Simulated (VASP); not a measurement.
# Cu (Fm-3m) in VASP: single point with PBEsol-based screened hybrid

Aim: the single point of Cu with PBEsol-based screened hybrid.

All numbers are computed with VASP 6.6.1; they aren't measurements. Logs are shortened: lines on timing, memory, paths and dates and some standing lists are left out, and cuts for length are marked.

### Step 1. The cell of the first run

Symmetry: Fm-3m, No. 225, cubic system. The conventional cell has a = 3.686 Å, b = 3.686 Å, c = 3.686 Å, α = 90.00°, β = 90.00°, γ = 90.00°. Within 3.4 Å of Cu (site symmetry m-3m) lie 12 Cu at 2.61 Å.

### Step 2. Single point, PBEsol-based screened hybrid

Contents of POSCAR:

```
Cu
1.0
    0.0000000000      1.8429501765      1.8429501765
    1.8429501765      0.0000000000      1.8429501765
    1.8429501765      1.8429501765      0.0000000000
Cu
1
Direct
    0.0000000000      0.0000000000      0.0000000000
```

Contents of INCAR.step1:

```
PREC = Accurate
ENCUT = 520
EDIFF = 1E-5
ISMEAR = -1
SIGMA = 0.05
LREAL = False
LASPH = True
NELM = 80
ALGO = Normal
ISIF = 2
LWAVE = True
LCHARG = False
NBANDS = 12
GGA = PE
```

Contents of INCAR.step2:

```
PREC = Accurate
ENCUT = 520
EDIFF = 1E-7
ISMEAR = -1
SIGMA = 0.05
LREAL = False
LASPH = True
NELM = 80
ALGO = Normal
ISIF = 2
LWAVE = False
LCHARG = False
GGA = PS
LHFCALC = True
AEXX = 0.25
HFSCREEN = 0.207
PRECFOCK = Normal
NBANDS = 12
ISTART = 1
```

Contents of KPOINTS:

```
Automatic mesh
0
Gamma
  7 7 7
```

Potentials or basis: VASP PAW PBE potentials, release 64 (Cu).

On the command line:

```bash
$ cat potpaw_PBE.64/Cu/POTCAR > POTCAR
$ cp INCAR.step1 INCAR
$ mpirun -np 1 vasp_std > vasp.out
$ cp INCAR.step2 INCAR
$ mpirun -np 1 vasp_std > vasp.out
```

OUTCAR:

```text
PREC = Accurate
   ENCUT = 520
   EDIFF = 1E-7
   ISMEAR = -1
   LREAL = False
   LASPH = True
   NELM = 80
   ISIF = 2
   GGA = PS
   LHFCALC = True
   AEXX = 0.25
   HFSCREEN = 0.207
   PRECFOCK = Normal
   ISTART = 1

 ion  position               nearest neighbor table
   1  0.000  0.000  0.000-

  LATTYP: Found a face centered cubic cell.
 ALAT       =     3.6859003530

  Lattice vectors:

 A1 = (   0.0000000000,   1.8429501765,   1.8429501765)
 A2 = (   1.8429501765,   0.0000000000,   1.8429501765)
 A3 = (   1.8429501765,   1.8429501765,   0.0000000000)

Analysis of symmetry for initial positions (statically):
=====================================================================
 Subroutine PRICEL returns:
 Original cell was already a primitive cell.

 Routine SETGRP: Setting up the symmetry group for a
 face centered cubic supercell.

 Subroutine GETGRP returns: Found 48 space group operations
[... 9 lines left out ...]

 Routine SETGRP: Setting up the symmetry group for a
 face centered cubic supercell.

 Subroutine GETGRP returns: Found 48 space group operations
[... 11 lines left out ...]
                                     Primitive cell

  volume of cell :      12.5190

  direct lattice vectors                    reciprocal lattice vectors
     0.000000000  1.842950177  1.842950177    -0.271304133  0.271304133  0.271304133
     1.842950177  0.000000000  1.842950177     0.271304133 -0.271304133  0.271304133
     1.842950177  1.842950177  0.000000000     0.271304133  0.271304133 -0.271304133

  length of vectors
     2.606325134  2.606325134  2.606325134     0.469912543  0.469912543  0.469912543

  position of ions in fractional coordinates (direct lattice)
     0.000000000  0.000000000  0.000000000

  ion indices of the primitive-cell ions
   primitive index   ion index
                 1           1

----------------------------------------------------------------------------------------

 KPOINTS: Automatic mesh

Automatic generation of k-mesh.
 Grid dimensions read from file:
 generate k-points for:    7    7    7

 Generating k-lattice:

[... 61 lines left out ...]
   NFREE  =      0    steps in history (QN), initial steepest desc. (CG)
   ISIF   =      2    stress and relaxation
   ISYM   =      3    0-nonsym 1-usesym 2-fastsym
   POTIM  = 0.5000    time-step for ionic-motion
   TEBEG  =    0.0;   TEEND  =   0.0 temperature during run
   PSTRESS=    0.0 pullay stress
   NELECT =      11.0000    total number of electrons
   NUPDOWN=      -1.0000    fix difference up-down
   EMIN   =  10.00;   EMAX   =-10.00  energy-range for DOS
   EFERMI =   0.00;   METHOD = LEGACY
   ISMEAR =    -1;   SIGMA  =   0.05  broadening in eV -4-tet -1-fermi 0-gaus
   EFERMI_NEDOS =   21; number of points for ismear=-14 and -15
   IALGO  =     38    algorithm
   IMIX   =      1    mixing-type and parameters
     AMIX     =   0.40;   BMIX     =  1.00
     AMIX_MAG =   1.60;   BMIX_MAG =  1.00
  volume/ion in A,a.u.               =      12.52        84.48
  Fermi-wavevector in a.u.,A,eV,Ry     =   1.568010  2.963109 33.452033  2.458655
  Thomas-Fermi vector in A             =   2.670105
   LORBIT       =      0    0 simple, 1 ext, 2 COOP (PROOUT), +10 PAW based schemes
   GGA     = PS    functional components
   LHFCALC =     T    Hartree Fock is set to
   PRECFOCK=normal    Normal, Fast or Accurate (Low or Medium for compatibility)
   ENCUT4O =  -1.0   cutoff for four orbital integrals eV
   NKREDX  =     1    reduce k-point grid by
   NKREDY  =     1    reduce k-point grid by
   NKREDZ  =     1    reduce k-point grid by
   AEXX    =    0.2500 exact exchange contribution
   HFSCREEN=    0.2070 screening length (either q_TF or 0.3 A-1)
   HFSCREENC=   0.2070 screening length for correlation (either q_TF or 0.3 A-1)
   ENCUTFOCK=  -1.0 apply spherical cutoff to Coloumb kernel
   IVDW    =     0    specifies the selected vdW correction
   LEPSILON=     F    determine dielectric tensor
   LRPA    =     F    only Hartree local field effects (RPA)
 non-spin polarized calculation
  energy-cutoff  :      520.00
  volume of cell :       12.52
 maximum number of plane-waves:       345
  NGX = 16; NGY = 16; NGZ = 16

 number of electron      10.9999987 magnetization

 Free energy of the ion-electron system (eV)
  ---------------------------------------------------
  ext. energy  EPLUGINS =         0.00000000
  ---------------------------------------------------
  free energy    TOTEN  =        -4.07526786 eV

  energy without entropy =       -4.07396094  energy(sigma->0) =       -4.07461440

 E-fermi :   6.9308     XC(G=0): -10.1856

 val. band max:        5.6506480531   @ k =   0.4286   0.2857   0.0000
 cond. band min:       6.9496818799   @ k =   0.4286   0.4286   0.0000
 fundamental gap:      1.2990338269
 Fermi energy:         6.9307542097

 k-point     1 :       0.0000    0.0000    0.0000
  band No.  band energies     occupation
      1      -3.3853      2.00000
      2       2.2485      2.00000
      3       2.2485      2.00000
      4       2.2485      2.00000
      5       2.9956      2.00000
      6       2.9956      2.00000
      7      29.8085      0.00000
      8      32.3423      0.00000
      9      32.3423      0.00000
     10      32.3423      0.00000
     11      34.9200      0.00000
     12      34.9200      0.00000
[... 271 lines left out ...]
 k-point    20 :      -0.2857    0.4286    0.1429
  band No.  band energies     occupation
      1       1.2267      2.00000
      2       1.5654      2.00000
      3       2.1287      2.00000
      4       3.0307      2.00000
      5       3.7511      2.00000
      6      12.0925      0.00000
      7      12.6438      0.00000
      8      15.4476      0.00000
      9      18.9084      0.00000
     10      31.4346      0.00000
     11      37.6847      0.00000
     12      37.8671      0.00000

------------------------ aborting loop because EDIFF is reached ----------------------------------------

  FORCE on cell =-STRESS in cart. coord.  units (eV):
  Direction    XX          YY          ZZ          XY          YZ          ZX
  --------------------------------------------------------------------------------------
  -------------------------------------------------------------------------------------
  Total       -0.8049061     -0.8049061     -0.8049061     -0.0000000     -0.0000000      0.0000000
  in kB     -103.0113423   -103.0113423   -103.0113423     -0.0000000     -0.0000000      0.0000000
  external PRESSURE =    -103.0113423 kB  Pullay stress =       0.0000000 kB

 VOLUME and BASIS-vectors are now :
 -----------------------------------------------------------------------------
  energy-cutoff  :      520.00
  volume of cell :       12.52
      direct lattice vectors                 reciprocal lattice vectors
     0.000000000  1.842950177  1.842950177    -0.271304133  0.271304133  0.271304133
     1.842950177  0.000000000  1.842950177     0.271304133 -0.271304133  0.271304133
     1.842950177  1.842950177  0.000000000     0.271304133  0.271304133 -0.271304133

 POSITION                                       TOTAL-FORCE (eV/Angst)
 -----------------------------------------------------------------------------------
      0.00000      0.00000      0.00000         0.000000     -0.000000     -0.000000
 -----------------------------------------------------------------------------------
    total drift:                               -0.000000     -0.000000     -0.000000

  FREE ENERGIE OF THE ION-ELECTRON SYSTEM (eV)
  ---------------------------------------------------
  free  energy   TOTEN  =        -4.0752678589 eV

  energy  without entropy=       -4.0739609445  energy(sigma->0) =       -4.07461440
```

OUTCAR.step1:

```text
PREC = Accurate
   ENCUT = 520
   EDIFF = 1E-5
   ISMEAR = -1
   LREAL = False
[... 508 lines left out ...]

 POSITION                                       TOTAL-FORCE (eV/Angst)
 -----------------------------------------------------------------------------------
      0.00000      0.00000      0.00000        -0.000000     -0.000000     -0.000000
 -----------------------------------------------------------------------------------
    total drift:                               -0.000000     -0.000000     -0.000000

  FREE ENERGIE OF THE ION-ELECTRON SYSTEM (eV)
  ---------------------------------------------------
  free  energy   TOTEN  =        -3.7594971184 eV

  energy  without entropy=       -3.7582945066  energy(sigma->0) =       -3.75889581
```

Wall time 33 min (1 thread of Oxide Virtual Turin-like, shared host); peak memory 0.19 GiB.

Results:

```yaml
Free_energy: -4.0753 eV
Pressure: -10.3 GPa
```

Levels at points of the mesh, in eV from the Fermi level:
```
           k point  band 4  band 5  band 6  band 7  band 8  band 9
(0.00, 0.00, 0.00)   -4.68   -3.94   -3.94   22.88   25.41   25.41
```

Caveat: the k points lie up to 0.42 Å⁻¹ apart; the PAW data sets were made with another functional, which shifts forces and pressure a little.
